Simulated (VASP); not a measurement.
# Cd (P6_3/mmc) in VASP: single point with r2SCAN

Aim: the single point of Cd with r2SCAN.

Program: VASP 6.6.1. These are calculated values, not measurements. Logs are shortened: lines on timing, memory, paths and dates and some standing lists are left out, and cuts for length are marked.

### 1 The cell of the first run

Symmetry: P6_3/mmc, No. 194, hexagonal system. Conventional cell: a = 3.018 Å, b = 3.018 Å, c = 5.691 Å, α = 90.00°, β = 90.00°, γ = 120.00°. Cd (site symmetry -6m2) has 12 Cd at 3.02 to 3.34 Å within 4.0 Å.

### 2 Single point, r2SCAN

POSCAR

```
Cd
1.0
    3.0176538100      0.0000000000      0.0000000000
   -1.5088269100      2.6133647300      0.0000000000
    0.0000000000      0.0000000000      5.6909230000
Cd
2
Direct
    0.3333300000      0.6666700000      0.2500000000
    0.6666600000      0.3333300000      0.7500000000
```

INCAR.step1

```
SYSTEM = Cd
  PREC = Accurate
  ENCUT = 520
  ISMEAR = 1
  SIGMA = 0.1199
  LREAL = .False.
  LASPH = .True.
  NELM = 60
  NBANDS = 19
  GGA = PE
  ALGO = Normal
  EDIFF = 1E-4
  LWAVE = .True.
  LCHARG = .False.
```

INCAR.step2

```
SYSTEM = Cd
  PREC = Accurate
  ENCUT = 520
  EDIFF = 1E-6
  ISMEAR = 1
  SIGMA = 0.1199
  LREAL = .False.
  LASPH = .True.
  NELM = 60
  ALGO = Normal
  ISIF = 2
  LWAVE = .False.
  LCHARG = .True.
  METAGGA = R2SCAN
  LMIXTAU = .True.
  LELF = .True.
  LVHAR = .True.
  NBANDS = 19
  ISTART = 1
```

KPOINTS

```
regular mesh
0
Gamma
  10 10 5
  0 0 0
```

Potentials or basis: VASP PAW PBE potentials, release 64 (Cd).

Command:

```
> cat potpaw_PBE.64/Cd/POTCAR > POTCAR
> cp INCAR.step1 INCAR
> mpirun -np 1 vasp_std > vasp.out
> cp INCAR.step2 INCAR
> mpirun -np 1 vasp_std > vasp.out
```

OUTCAR:

```text
SYSTEM = Cd
   PREC = Accurate
   ENCUT = 520
   EDIFF = 1E-6
   ISMEAR = 1
   LREAL = .False.
   LASPH = .True.
   NELM = 60
   ISIF = 2
   METAGGA = R2SCAN
   ISTART = 1

 ion  position               nearest neighbor table
   1  0.333  0.667  0.250-   2 3.34   2 3.34   2 3.34   2 3.34   2 3.34   2 3.34
   2  0.667  0.333  0.750-   1 3.34   1 3.34   1 3.34   1 3.34   1 3.34   1 3.34

  LATTYP: Found a hexagonal cell.
 ALAT       =     3.0176538100
 C/A-ratio  =     1.8858766970

  Lattice vectors:

 A1 = (   3.0176538100,   0.0000000000,   0.0000000000)
 A2 = (  -1.5088269100,   2.6133647300,   0.0000000000)
 A3 = (   0.0000000000,   0.0000000000,   5.6909230000)

Analysis of symmetry for initial positions (statically):
=====================================================================
 Subroutine PRICEL returns:
 Original cell was already a primitive cell.

 Routine SETGRP: Setting up the symmetry group for a
 hexagonal supercell.

 Subroutine GETGRP returns: Found  8 space group operations
 (whereof  2 operations were pure point group operations)
 out of a pool of 24 trial point group operations.

The static configuration has the point symmetry C_2 .
 The point group associated with its full space group is D_2h.

Analysis of symmetry for dynamics (positions and initial velocities):
=====================================================================
 Subroutine PRICEL returns:
 Original cell was already a primitive cell.

 Routine SETGRP: Setting up the symmetry group for a
 hexagonal supercell.

 Subroutine GETGRP returns: Found  8 space group operations
 (whereof  2 operations were pure point group operations)
 out of a pool of 24 trial point group operations.

The dynamic configuration has the point symmetry C_2 .
 The point group associated with its full space group is D_2h.

 Subroutine INISYM returns: Found  8 space group operations
 (whereof  2 operations are pure point group operations),
 and found     1 'primitive' translations

----------------------------------------------------------------------------------------

                                     Primitive cell

  volume of cell :      44.8799

  direct lattice vectors                    reciprocal lattice vectors
     3.017653810  0.000000000  0.000000000     0.331383274  0.191324233  0.000000000
    -1.508826910  2.613364730  0.000000000     0.000000000  0.382648464  0.000000000
     0.000000000  0.000000000  5.690923000     0.000000000  0.000000000  0.175718420

  length of vectors
     3.017653810  3.017653701  5.690923000     0.382648450  0.382648464  0.175718420

  position of ions in fractional coordinates (direct lattice)
     0.333330000  0.666670000  0.250000000
     0.666660000  0.333330000  0.750000000

  ion indices of the primitive-cell ions
   primitive index   ion index
                 1           1
                 2           2

----------------------------------------------------------------------------------------

 KPOINTS: regular mesh

Automatic generation of k-mesh.
 Grid dimensions read from file:
 generate k-points for:   10   10    5

 Generating k-lattice:

  Cartesian coordinates                     Fractional coordinates (reciprocal lattice)
     0.033138327  0.019132423  0.000000000     0.100000000  0.000000000  0.000000000
     0.000000000  0.038264846  0.000000000     0.000000000  0.100000000  0.000000000
     0.000000000  0.000000000  0.035143684     0.000000000  0.000000000  0.200000000

  Length of vectors
     0.038264845  0.038264846  0.035143684

  Shift w.r.t. Gamma in fractional coordinates (k-lattice)
     0.000000000  0.000000000  0.000000000

 Subroutine IBZKPT returns following result:
 ===========================================

 Found     93 irreducible k-points:

 Following reciprocal coordinates:
            Coordinates               Weight
  0.000000  0.000000  0.000000      1.000000
  0.100000  0.000000  0.000000      4.000000
  0.000000  0.100000  0.000000      2.000000
  0.200000  0.000000  0.000000      4.000000
  0.000000  0.200000  0.000000      2.000000
  0.300000  0.000000  0.000000      4.000000
[... 16 lines left out ...]
  0.200000  0.200000  0.000000      4.000000
 -0.400000  0.200000  0.000000      2.000000
 [... further k-points ...]
   k-points           NKPTS =     93   k-points in BZ     NKDIM =     93   number of bands    NBANDS=     19
   number of dos      NEDOS =    301   number of ions     NIONS =      2
   total plane-waves  NPLWV =  24192
   dimension x,y,z NGX =    24 NGY =   24 NGZ =   42
   dimension x,y,z NGXF=    48 NGYF=   48 NGZF=   84
   ions per type =               2
   NGX,Y,Z   is equivalent  to a cutoff of  13.22, 13.22, 12.27 a.u.
   NGXF,Y,Z  is equivalent  to a cutoff of  26.44, 26.44, 24.54 a.u.
 SYSTEM =  Cd
   PREC   = accura    normal or accurate (medium, high low for compatibility)
   ISTART =      1    job   : 0-new  1-cont  2-samecut
   ICHARG =      0    charge: 1-file 2-atom 10-const
   ISPIN  =      1    spin polarized calculation?
   LNONCOLLINEAR =      F non collinear calculations
   LSORBIT =      F    spin-orbit coupling
   LASPH  =      T    aspherical Exc in radial PAW
   ENCUT  =  520.0 eV  38.22 Ry    6.18 a.u.   5.61  5.61 10.58*2*pi/ulx,y,z
   NELM   =     60;   NELMIN=  2; NELMDL=  0     # of ELM steps
   EDIFF  = 0.1E-05   stopping-criterion for ELM
   LREAL  =      F    real-space projection
   EDIFFG = 0.1E-04   stopping-criterion for IOM
   NSW    =      0    number of steps for IOM
   IBRION =     -1    ionic relax: 0-MD 1-quasi-New 2-CG
   NFREE  =      0    steps in history (QN), initial steepest desc. (CG)
   ISIF   =      2    stress and relaxation
   ISYM   =      2    0-nonsym 1-usesym 2-fastsym
   POTIM  = 0.5000    time-step for ionic-motion
   TEBEG  =    0.0;   TEEND  =   0.0 temperature during run
   PSTRESS=    0.0 pullay stress
   NELECT =      24.0000    total number of electrons
   NUPDOWN=      -1.0000    fix difference up-down
   EMIN   =  10.00;   EMAX   =-10.00  energy-range for DOS
   EFERMI =   0.00;   METHOD = LEGACY
   ISMEAR =     1;   SIGMA  =   0.12  broadening in eV -4-tet -1-fermi 0-gaus
   EFERMI_NEDOS =   21; number of points for ismear=-14 and -15
   IALGO  =     38    algorithm
   IMIX   =      4    mixing-type and parameters
     AMIX     =   0.40;   BMIX     =  1.00
     AMIX_MAG =   1.60;   BMIX_MAG =  1.00
  volume/ion in A,a.u.               =      22.44       151.43
  Fermi-wavevector in a.u.,A,eV,Ry     =   1.328805  2.511077 24.024110  1.765722
  Thomas-Fermi vector in A             =   2.458015
   LORBIT       =      0    0 simple, 1 ext, 2 COOP (PROOUT), +10 PAW based schemes
   METAGGA = R2SCAN    functional components
   LHFCALC =     F    Hartree Fock is set to
   AEXX    =    0.0000 exact exchange contribution
   IVDW    =     0    specifies the selected vdW correction
   LEPSILON=     F    determine dielectric tensor
   LRPA    =     F    only Hartree local field effects (RPA)
 non-spin polarized calculation
 Methfessel and Paxton  Order N= 1 SIGMA  =   0.12
  energy-cutoff  :      520.00
  volume of cell :       44.88
 maximum number of plane-waves:      1228
   NGX = 11   NGY = 11   NGZ = 21

 number of electron      23.9999991 magnetization

 Free energy of the ion-electron system (eV)
  ---------------------------------------------------
  ext. energy  EPLUGINS =         0.00000000
  ---------------------------------------------------
  free energy    TOTEN  =       -40.20552233 eV

  energy without entropy =      -40.20588126  energy(sigma->0) =      -40.20564197

 E-fermi :   2.5515     XC(G=0): -11.5766

 val. band max:        2.3570514636   @ k =   0.0000   0.1000   0.2000
 cond. band min:       2.5628887638   @ k =   0.0000   0.4000   0.0000
 fundamental gap:      0.2058373002
 Fermi energy:         2.5514659510

 k-point     1 :       0.0000    0.0000    0.0000
  band No.  band energies     occupation
      1      -7.5460      2.00000
      2      -7.2905      2.00000
      3      -6.9269      2.00000
      4      -6.9269      2.00000
      5      -6.8792      2.00000
      6      -6.8792      2.00000
[... 11 lines left out ...]
     18      17.8934      0.00000
     19      18.7909      0.00000

 k-point     2 :       0.1000    0.0000    0.0000
  band No.  band energies     occupation
      1      -7.4536      2.00000
      2      -7.2151      2.00000
      3      -6.9600      2.00000
      4      -6.9087      2.00000
      5      -6.8396      2.00000
      6      -6.7950      2.00000
[... 11 lines left out ...]
     18      17.7389      0.00000
     19      19.1575      0.00000

 k-point     3 :       0.0000    0.1000    0.0000
  band No.  band energies     occupation
      1      -7.4536      2.00000
      2      -7.2151      2.00000
      3      -6.9600      2.00000
      4      -6.9087      2.00000
      5      -6.8396      2.00000
      6      -6.7950      2.00000
[... 11 lines left out ...]
     18      17.7389      0.00000
     19      19.1575      0.00000

 k-point     4 :       0.2000    0.0000    0.0000
  band No.  band energies     occupation
      1      -7.3627      2.00000
      2      -7.1302      2.00000
      3      -7.0185      2.00000
      4      -6.8263      2.00000
      5      -6.7526      2.00000
      6      -6.6041      2.00000
[... 11 lines left out ...]
     18      16.1394      0.00000
     19      16.4226      0.00000

 k-point     5 :       0.0000    0.2000    0.0000
  band No.  band energies     occupation
      1      -7.3627      2.00000
      2      -7.1302      2.00000
      3      -7.0185      2.00000
      4      -6.8263      2.00000
      5      -6.7526      2.00000
      6      -6.6041      2.00000
[... 11 lines left out ...]
     18      16.1394      0.00000
     19      16.4226      0.00000

 k-point     6 :       0.3000    0.0000    0.0000
  band No.  band energies     occupation
      1      -7.4880      2.00000
      2      -7.2822      2.00000
      3      -7.0435      2.00000
      4      -6.8225      2.00000
      5      -6.7137      2.00000
      6      -6.6301      2.00000
[... 11 lines left out ...]
     18      15.9025      0.00000
     19      16.5445      0.00000

 k-point     7 :       0.0000    0.3000    0.0000
  band No.  band energies     occupation
      1      -7.4880      2.00000
      2      -7.2822      2.00000
      3      -7.0435      2.00000
      4      -6.8225      2.00000
      5      -6.7137      2.00000
      6      -6.6301      2.00000
[... 11 lines left out ...]
     18      15.9025      0.00000
     19      16.5445      0.00000

 k-point     8 :       0.4000    0.0000    0.0000
  band No.  band energies     occupation
      1      -7.6244      2.00000
      2      -7.4255      2.00000
      3      -7.2551      2.00000
      4      -6.8420      2.00000
      5      -6.6902      2.00000
      6      -6.6671      2.00000
[... 256 lines left out ...]
 k-point    20 :       0.4000    0.1000    0.0000
  band No.  band energies     occupation
      1      -7.5664      2.00000
      2      -7.3634      2.00000
      3      -7.2902      2.00000
      4      -6.8732      2.00000
      5      -6.7366      2.00000
      6      -6.6297      2.00000
[... 11 lines left out ...]
     18      14.1182      0.00000
     19      15.1022      0.00000

 k-point    21 :      -0.1000    0.5000    0.0000
  band No.  band energies     occupation
      1      -7.5664      2.00000
      2      -7.3635      2.00000
      3      -7.2902      2.00000
      4      -6.8732      2.00000
      5      -6.7366      2.00000
      6      -6.6297      2.00000
[... 11 lines left out ...]
     18      14.1182      0.00000
     19      15.1022      0.00000

 k-point    22 :       0.5000    0.4000    0.0000
  band No.  band energies     occupation
      1      -7.5664      2.00000
      2      -7.3635      2.00000
      3      -7.2902      2.00000
      4      -6.8732      2.00000
      5      -6.7366      2.00000
      6      -6.6297      2.00000
[... 11 lines left out ...]
     18      14.1182      0.00000
     19      15.1022      0.00000

 k-point    23 :       0.2000    0.2000    0.0000
  band No.  band energies     occupation
      1      -7.1990      2.00000
      2      -7.1545      2.00000
      3      -7.0760      2.00000
      4      -6.8671      2.00000
      5      -6.8652      2.00000
      6      -6.7369      2.00000
[... 11 lines left out ...]
     18      12.7657      0.00000
     19      13.7019      0.00000

 k-point    24 :      -0.4000    0.2000    0.0000
  band No.  band energies     occupation
      1      -7.1990      2.00000
      2      -7.1545      2.00000
      3      -7.0760      2.00000
      4      -6.8671      2.00000
      5      -6.8652      2.00000
      6      -6.7369      2.00000
[... 11 lines left out ...]
     18      12.7657      0.00000
     19      13.7019      0.00000

 [... further k-points ...]

------------------------ aborting loop because EDIFF is reached ----------------------------------------

  FORCE on cell =-STRESS in cart. coord.  units (eV):
  Direction    XX          YY          ZZ          XY          YZ          ZX
  --------------------------------------------------------------------------------------
  -------------------------------------------------------------------------------------
  Total       -0.4243425     -0.4244488     -0.2294483      0.0000000      0.0000000      0.0000000
  in kB      -15.1486849    -15.1524825     -8.1911189      0.0000000      0.0000000      0.0000000
  external PRESSURE =     -12.8307621 kB  Pullay stress =       0.0000000 kB

 VOLUME and BASIS-vectors are now :
 -----------------------------------------------------------------------------
  energy-cutoff  :      520.00
  volume of cell :       44.88
      direct lattice vectors                 reciprocal lattice vectors
     3.017653810  0.000000000  0.000000000     0.331383274  0.191324233  0.000000000
    -1.508826910  2.613364730  0.000000000     0.000000000  0.382648464  0.000000000
     0.000000000  0.000000000  5.690923000     0.000000000  0.000000000  0.175718420

 POSITION                                       TOTAL-FORCE (eV/Angst)
 -----------------------------------------------------------------------------------
     -0.00002      1.74225      1.42273         0.000000     -0.000002     -0.000000
      1.50881      0.87111      4.26819        -0.000000      0.000002      0.000000
 -----------------------------------------------------------------------------------
    total drift:                                0.000000     -0.000000     -0.000000

  FREE ENERGIE OF THE ION-ELECTRON SYSTEM (eV)
  ---------------------------------------------------
  free  energy   TOTEN  =       -40.2055223307 eV

  energy  without entropy=      -40.2058812610  energy(sigma->0) =      -40.20564197
```

Run time: 3.5 min. Hardware: 1 thread of AMD EPYC 7R13 (Zen 3), shared host; peak memory 0.18 GiB.

Results:

| Quantity | Value |
| --- | --- |
| Free energy | -40.2055 eV |
| Pressure | -1.3 GPa |
| Band gap on the k mesh | zero (band 12 reaches 3.73 eV, above the bottom of band 13 at -0.24 eV) |

Levels at points of the mesh, in eV from the Fermi level:
```
           k point  band 10  band 11  band 12  band 13  band 14  band 15
(0.00, 0.00, 0.00)    -8.77    -8.77    -3.09    -2.79    10.88    15.02
(0.50, 0.00, 0.00)    -8.47    -2.21    -1.77     2.12     3.29     3.31
(0.00, 0.50, 0.00)    -8.47    -2.21    -1.77     2.12     3.29     3.31
```

Caveat: the PAW data sets were made with another functional, which shifts forces and pressure a little.
